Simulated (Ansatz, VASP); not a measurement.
Two plane-wave programs on Ti

```
Ti
1.0
     4.46300    0.00000    0.00000
    -2.23150    3.86507    0.00000
     0.00000    0.00000    2.76166
Ti
3
Direct
  0.00000 0.00000 0.00000
  0.33333 0.66667 0.50000
  0.66667 0.33333 0.50000
```

Alike in both runs: task single point; functional LDA; k mesh 3 × 3 × 2; no spin polarisation.

|  | VASP | Ansatz |
| --- | --- | --- |
| version | VASP 6.6.1 | Ansatz 0.2.0 |
| potentials or method | VASP PAW LDA potentials, release 64 (Ti_sv), cutoff 520 eV | scalar-relativistic, plane waves, PAW |
| occupations | fermi-dirac, width 0.00861733 eV | fermi-dirac |
| valence electrons in the cell | 36 | 36 |

```tsv
	VASP	Ansatz	Ansatz less VASP
gap on the k mesh at the Fermi level (eV)	none	none	-
pressure (GPa)	-5.7	-5.5	+0.16
traceless stress, the component that is largest in VASP (GPa)	-21.98	-21.92	+0.059
```

LDA's correlation is that of Perdew and Zunger in VASP and of Perdew and Wang (1992) in Ansatz. A gap of «none» marks a metal or a gap that the smearing closes.

The k mesh is coarse, so the values compare programs but aren't converged.
